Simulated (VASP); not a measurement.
# KF (F-43m) in VASP: G0W0 quasiparticle levels with HSE06

Aim: the G0W0 quasiparticle levels of KF with HSE06.

All numbers are computed with VASP 6.6.1; they aren't measurements. Logs are shortened: lines on timing, memory, paths and dates and some standing lists are left out, and cuts for length are marked.

### Step 1. The cell of the first run

It takes space group F-43m (No. 216, cubic). Conventional cell: a = 5.871 Å, b = 5.871 Å, c = 5.871 Å, α = 90.00°, β = 90.00°, γ = 90.00°. Within 3.4 Å of K (site symmetry -43m) lie 4 F at 2.54 Å. F (site symmetry -43m) has 4 K at 2.54 Å within 3.4 Å.

### Step 2. G0W0 quasiparticle levels, HSE06

Contents of POSCAR:

```
KF
1.0
    0.0000000000      2.9354014290      2.9354014290
    2.9354014290      0.0000000000      2.9354014290
    2.9354014290      2.9354014290      0.0000000000
K F
1 1
Direct
    0.0000000000      0.0000000000      0.0000000000
    0.2500000000      0.2500000000      0.2500000000
```

Contents of INCAR.step1:

```
SYSTEM = KF
ALGO = Normal
EDIFF = 1E-5
ENCUT = 500
GGA = PE
ISIF = 2
ISMEAR = 0
LASPH = .True.
LCHARG = .False.
LREAL = .False.
LWAVE = .True.
NELM = 100
PREC = Accurate
SIGMA = 0.02
```

Contents of INCAR.step2:

```
SYSTEM = KF
ALGO = Normal
EDIFF = 1E-8
ENCUT = 500
GGA = PE
HFSCREEN = 0.2
ISMEAR = 0
ISTART = 1
LASPH = .True.
LCHARG = .False.
LHFCALC = .True.
LREAL = .False.
LWAVE = .True.
NELM = 100
PREC = Accurate
PRECFOCK = Fast
SIGMA = 0.01
```

Contents of INCAR.step3:

```
SYSTEM = KF
ALGO = Exact
EDIFF = 1E-8
ENCUT = 500
GGA = PE
HFSCREEN = 0.2
ISMEAR = 0
ISTART = 1
LASPH = .True.
LCHARG = .False.
LHFCALC = .True.
LOPTICS = .True.
LREAL = .False.
LWAVE = .True.
NBANDS = 68
NELM = 1
PREC = Accurate
PRECFOCK = Fast
SIGMA = 0.01
```

Contents of INCAR.step4:

```
SYSTEM = KF
ALGO = EVGW0
EDIFF = 1E-8
ENCUT = 500
ENCUTGW = 80.0
GGA = PE
HFSCREEN = 0.2
ISMEAR = 0
ISTART = 1
LASPH = .True.
LCHARG = .False.
LHFCALC = .True.
LREAL = .False.
LWAVE = .False.
NBANDS = 68
NBANDSGW = 16
NELMGW = 1
NOMEGA = 96
OMEGAMAX = 20
PREC = Accurate
PRECFOCK = Fast
SIGMA = 0.01
```

Contents of KPOINTS:

```
k-points
0
Gamma
  4 4 4
  0 0 0
```

Potentials or basis: VASP PAW PBE potentials, release 64 (K_sv_GW, F_GW).

On the command line:

```bash
$ cat potpaw_PBE.64/K_sv_GW/POTCAR potpaw_PBE.64/F_GW/POTCAR > POTCAR
$ cp INCAR.step1 INCAR
$ mpirun -np 1 vasp_std > vasp.out
$ cp INCAR.step2 INCAR
$ mpirun -np 1 vasp_std > vasp.out
$ cp INCAR.step3 INCAR
$ mpirun -np 1 vasp_std > vasp.out
$ cp INCAR.step4 INCAR
$ mpirun -np 1 vasp_std > vasp.out
```

OUTCAR:

```text
SYSTEM = KF
   EDIFF = 1E-8
   ENCUT = 500
   ENCUTGW = 80.0
   GGA = PE
   HFSCREEN = 0.2
   ISMEAR = 0
   ISTART = 1
   LASPH = .True.
   LHFCALC = .True.
   LREAL = .False.
   NELMGW = 1
   PREC = Accurate
   PRECFOCK = Fast

 ion  position               nearest neighbor table
   1  0.000  0.000  0.000-   2 2.54   2 2.54   2 2.54   2 2.54
   2  0.250  0.250  0.250-   1 2.54   1 2.54   1 2.54   1 2.54

  LATTYP: Found a face centered cubic cell.
 ALAT       =     5.8708028580

  Lattice vectors:

 A1 = (   0.0000000000,   2.9354014290,   2.9354014290)
 A2 = (   2.9354014290,   0.0000000000,   2.9354014290)
 A3 = (   2.9354014290,   2.9354014290,   0.0000000000)

Analysis of symmetry for initial positions (statically):
=====================================================================
 Subroutine PRICEL returns:
 Original cell was already a primitive cell.

 Routine SETGRP: Setting up the symmetry group for a
 face centered cubic supercell.

 Subroutine GETGRP returns: Found 24 space group operations
 (whereof 24 operations were pure point group operations)
 out of a pool of 48 trial point group operations.

The static configuration has the point symmetry T_d .

Analysis of symmetry for dynamics (positions and initial velocities):
=====================================================================
 Subroutine PRICEL returns:
 Original cell was already a primitive cell.

 Routine SETGRP: Setting up the symmetry group for a
 face centered cubic supercell.

 Subroutine GETGRP returns: Found 24 space group operations
 (whereof 24 operations were pure point group operations)
 out of a pool of 48 trial point group operations.

The dynamic configuration has the point symmetry T_d .

 Subroutine INISYM returns: Found 24 space group operations
 (whereof 24 operations are pure point group operations),
 and found     1 'primitive' translations

----------------------------------------------------------------------------------------

                                     Primitive cell

  volume of cell :      50.5863

  direct lattice vectors                    reciprocal lattice vectors
     0.000000000  2.935401429  2.935401429    -0.170334454  0.170334454  0.170334454
     2.935401429  0.000000000  2.935401429     0.170334454 -0.170334454  0.170334454
     2.935401429  2.935401429  0.000000000     0.170334454  0.170334454 -0.170334454

  length of vectors
     4.151284512  4.151284512  4.151284512     0.295027929  0.295027929  0.295027929

  position of ions in fractional coordinates (direct lattice)
     0.000000000  0.000000000  0.000000000
     0.250000000  0.250000000  0.250000000

  ion indices of the primitive-cell ions
   primitive index   ion index
                 1           1
                 2           2

----------------------------------------------------------------------------------------

 KPOINTS: k-points

Automatic generation of k-mesh.
 Grid dimensions read from file:
 generate k-points for:    4    4    4

 Generating k-lattice:

  Cartesian coordinates                     Fractional coordinates (reciprocal lattice)
    -0.042583614  0.042583614  0.042583614     0.250000000  0.000000000  0.000000000
     0.042583614 -0.042583614  0.042583614     0.000000000  0.250000000  0.000000000
     0.042583614  0.042583614 -0.042583614     0.000000000  0.000000000  0.250000000

  Length of vectors
     0.073756982  0.073756982  0.073756982

  Shift w.r.t. Gamma in fractional coordinates (k-lattice)
     0.000000000  0.000000000  0.000000000

 Subroutine IBZKPT returns following result:
 ===========================================

 Found      8 irreducible k-points:

 Following reciprocal coordinates:
            Coordinates               Weight
  0.000000  0.000000  0.000000      1.000000
  0.250000  0.000000  0.000000      8.000000
  0.500000  0.000000  0.000000      4.000000
  0.250000  0.250000  0.000000      6.000000
  0.500000  0.250000  0.000000     24.000000
 -0.250000  0.250000  0.000000     12.000000
  0.500000  0.500000  0.000000      3.000000
 -0.250000  0.500000  0.250000      6.000000
   k-points           NKPTS =      8   k-points in BZ     NKDIM =     64   number of bands    NBANDS=     68
   number of dos      NEDOS =    301   number of ions     NIONS =      2
   total plane-waves  NPLWV =  27000
   dimension x,y,z NGX =    30 NGY =   30 NGZ =   30
   dimension x,y,z NGXF=    60 NGYF=   60 NGZF=   60
   ions per type =               1   1
   NGX,Y,Z   is equivalent  to a cutoff of  12.01, 12.01, 12.01 a.u.
   NGXF,Y,Z  is equivalent  to a cutoff of  24.03, 24.03, 24.03 a.u.
 SYSTEM =  KF
   PREC   = accura    normal or accurate (medium, high low for compatibility)
   ISTART =      1    job   : 0-new  1-cont  2-samecut
   ICHARG =      0    charge: 1-file 2-atom 10-const
   ISPIN  =      1    spin polarized calculation?
   LNONCOLLINEAR =      F non collinear calculations
   LSORBIT =      F    spin-orbit coupling
   LASPH  =      T    aspherical Exc in radial PAW
   ENCUT  =  500.0 eV  36.75 Ry    6.06 a.u.   7.57  7.57  7.57*2*pi/ulx,y,z
   NELM   =     60;   NELMIN=  2; NELMDL=  0     # of ELM steps
   EDIFF  = 0.1E-07   stopping-criterion for ELM
   LREAL  =      F    real-space projection
   EDIFFG = 0.1E-06   stopping-criterion for IOM
   NSW    =      0    number of steps for IOM
   IBRION =     -1    ionic relax: 0-MD 1-quasi-New 2-CG
   NFREE  =      0    steps in history (QN), initial steepest desc. (CG)
   ISIF   =      0    stress and relaxation
   ISYM   =      3    0-nonsym 1-usesym 2-fastsym
   POTIM  = 0.5000    time-step for ionic-motion
   TEBEG  =    0.0;   TEEND  =   0.0 temperature during run
   PSTRESS=    0.0 pullay stress
   NELECT =      16.0000    total number of electrons
   NUPDOWN=      -1.0000    fix difference up-down
   EMIN   =  10.00;   EMAX   =-10.00  energy-range for DOS
   EFERMI =   0.00;   METHOD = LEGACY
   ISMEAR =     0;   SIGMA  =   0.01  broadening in eV -4-tet -1-fermi 0-gaus
   EFERMI_NEDOS =   21; number of points for ismear=-14 and -15
   IALGO  =     38    algorithm
   IMIX   =      1    mixing-type and parameters
     AMIX     =   0.40;   BMIX     =  1.00
     AMIX_MAG =   1.60;   BMIX_MAG =  1.00
  volume/ion in A,a.u.               =      25.29       170.69
  Fermi-wavevector in a.u.,A,eV,Ry     =   1.115417  2.107833 16.927763  1.244155
  Thomas-Fermi vector in A             =   2.252022
   LORBIT       =      0    0 simple, 1 ext, 2 COOP (PROOUT), +10 PAW based schemes
   GGA     = PE    functional components
   LHFCALC =     T    Hartree Fock is set to
   PRECFOCK=fast      Normal, Fast or Accurate (Low or Medium for compatibility)
   ENCUT4O =  -1.0   cutoff for four orbital integrals eV
   NKREDX  =     1    reduce k-point grid by
   NKREDY  =     1    reduce k-point grid by
   NKREDZ  =     1    reduce k-point grid by
   AEXX    =    1.0000 exact exchange contribution
   HFSCREEN=    0.0000 screening length (either q_TF or 0.3 A-1)
   HFSCREENC=   0.2000 screening length for correlation (either q_TF or 0.3 A-1)
   ENCUTFOCK=  -1.0 apply spherical cutoff to Coloumb kernel
   IVDW    =     0    specifies the selected vdW correction
   LEPSILON=     F    determine dielectric tensor
   LRPA    =     F    only Hartree local field effects (RPA)
   LRPAFORCE           =     F    calculate RPA forces
   ENCUTGW             =  80.0    cutoff for response function in eV
   ENCUTGWSOFT         =  64.0    soft cutoff for Coulomb kernel in GW response function in eV
   ENCUTLF             =  -1.0    cutoff for local field effects
   NELMGW              =     1    number of iterations in solving QP/BSE equation
   NELMHF              =     1    number of iterations in the inner HF iteration
   NKREDLFX            =     1    NKREDLFY  =   1   NKREDLFZ  =   1
 non-spin polarized calculation
 Gauss-broadening in eV      SIGMA  =   0.01
  energy-cutoff  :      500.00
  volume of cell :       50.59
 maximum number of plane-waves:      1304
  NGX = 18; NGY = 18; NGZ = 18
 maximum number of plane-waves:        92
 NGX is ok and might be reduce to    14

 QP shifts <psi_nk| G(iteration)W_0 |psi_nk>: iteration 1
 for sc-GW calculations column KS-energies equals QP-energies in previous step
 and V_xc(KS)=  KS-energies - (<T + V_ion + V_H > + <T+V_H+V_ion>^1  + <V_x>^1)

 k-point   1 :       0.0000    0.0000    0.0000
  band No.  KS-energies  QP-energies   sigma(KS)   V_xc(KS)     V^pw_x(r,r')   Z            occupation Imag(sigma)

      1     -31.1066     -32.2502     -23.1707     -21.5227     -30.7694       0.6939       2.0000       0.3130
      2     -23.4912     -26.0493     -29.9584     -26.5574     -37.1585       0.7522       2.0000       0.6021
      3     -13.1577     -15.6458     -22.4380     -19.5950     -24.8109       0.8752       2.0000       0.0358
      4     -13.1577     -15.6458     -22.4380     -19.5950     -24.8109       0.8752       2.0000       0.0358
      5     -13.1577     -15.6458     -22.4380     -19.5950     -24.8109       0.8752       2.0000       0.0358
      6      -3.6361      -5.1549     -24.7590     -22.9061     -28.8674       0.8197       2.0000       0.0465
[... 8 lines left out ...]
     15      15.5358      16.7757      -4.2328      -5.6108      -1.8601       0.8997       0.0000      -0.0793
     16      15.5358      16.7757      -4.2328      -5.6108      -1.8601       0.8997       0.0000      -0.0793

 k-point   2 :       0.2500    0.0000    0.0000
  band No.  KS-energies  QP-energies   sigma(KS)   V_xc(KS)     V^pw_x(r,r')   Z            occupation Imag(sigma)

      1     -31.0844     -32.2279     -23.1857     -21.5391     -30.7758       0.6945       2.0000       0.3075
      2     -23.5360     -26.1971     -29.9073     -26.5043     -37.1107       0.7820       2.0000       0.6046
      3     -13.2144     -15.7058     -22.3590     -19.5082     -24.7447       0.8739       2.0000       0.0370
      4     -13.1845     -15.6679     -22.4080     -19.5651     -24.7931       0.8736       2.0000       0.0393
      5     -13.1845     -15.6679     -22.4080     -19.5651     -24.7931       0.8736       2.0000       0.0393
      6      -3.6914      -5.2369     -24.4587     -22.5744     -28.5007       0.8202       2.0000       0.0454
[... 8 lines left out ...]
     15      13.3118      15.1070      -5.3107      -7.2823      -2.9581       0.9105       0.0000      -0.0370
     16      16.6255      18.2520      -5.1034      -6.9343      -2.6025       0.8884       0.0000      -0.0803

 k-point   3 :       0.5000    0.0000    0.0000
  band No.  KS-energies  QP-energies   sigma(KS)   V_xc(KS)     V^pw_x(r,r')   Z            occupation Imag(sigma)

      1     -31.0616     -32.2051     -23.2004     -21.5555     -30.7819       0.6952       2.0000       0.3020
      2     -23.5758     -26.2761     -29.8590     -26.4509     -37.0630       0.7923       2.0000       0.6075
      3     -13.2752     -15.7835     -22.2699     -19.4105     -24.6711       0.8772       2.0000       0.0406
      4     -13.2109     -15.6941     -22.3792     -19.5360     -24.7758       0.8734       2.0000       0.0427
      5     -13.2109     -15.6941     -22.3792     -19.5360     -24.7758       0.8734       2.0000       0.0427
      6      -3.6829      -5.2450     -24.4350     -22.5341     -28.4559       0.8218       2.0000       0.0446
[... 74 lines left out ...]
      1     -31.0468     -32.1918     -23.2101     -21.5662     -30.7857       0.6964       2.0000       0.2985
      2     -23.6054     -26.3305     -29.8299     -26.4186     -37.0346       0.7989       2.0000       0.6105
      3     -13.2931     -15.7895     -22.2750     -19.4275     -24.7004       0.8767       2.0000       0.0502
      4     -13.2931     -15.7895     -22.2750     -19.4275     -24.7004       0.8767       2.0000       0.0502
      5     -13.1748     -15.6718     -22.4071     -19.5553     -24.7750       0.8756       2.0000       0.0286
      6      -3.8723      -5.4593     -24.0677     -22.1316     -28.0832       0.8197       2.0000       0.0451
[... 8 lines left out ...]
     15      13.1441      15.1342      -6.4165      -8.6132      -3.8637       0.9060       0.0000      -0.0459
     16      13.9595      16.2404      -7.5208     -10.0821      -5.1488       0.8905       0.0000      -0.0473

 k-point   8 :      -0.2500    0.5000    0.2500
  band No.  KS-energies  QP-energies   sigma(KS)   V_xc(KS)     V^pw_x(r,r')   Z            occupation Imag(sigma)

      1     -31.0467     -32.1920     -23.2101     -21.5662     -30.7857       0.6967       2.0000       0.2984
      2     -23.6027     -26.3306     -29.8310     -26.4190     -37.0353       0.7995       2.0000       0.6100
      3     -13.3599     -15.9142     -22.1655     -19.3031     -24.5846       0.8924       2.0000       0.0512
      4     -13.2975     -15.7974     -22.2638     -19.4149     -24.6898       0.8775       2.0000       0.0520
      5     -13.1077     -15.5872     -22.5191     -19.6804     -24.8915       0.8735       2.0000       0.0287
      6      -3.6944      -5.2379     -24.6415     -22.7569     -28.7436       0.8190       2.0000       0.0452
[... 8 lines left out ...]
     15      12.7268      14.9936      -6.8806      -9.3986      -4.3814       0.9002       0.0000      -0.0331
     16      14.2359      17.1293      -8.8013     -12.1474      -6.3543       0.8647       0.0000      -0.0369
```

Wall time 29 min (1 thread of Intel Xeon Platinum 8259CL at 2.50GHz (Skylake/Cascade Lake), shared host); peak memory 0.79 GiB.

What came out:

```yaml
Quasiparticle_gap: 9.51 eV
Least_direct_quasiparticle_gap: 9.74 eV
Band_gap_of_the_starting_levels_on_the_mesh: 7.07 eV
Least_direct_gap_of_the_starting_levels_on_the_mesh: 7.28 eV
```

Caveat: the k points lie up to 0.46 Å⁻¹ apart; bands, screening cutoff and mesh are small and nothing is extrapolated, so the quasiparticle values aren't converged; the structure was generated, so it needn't be the stable form of KF.
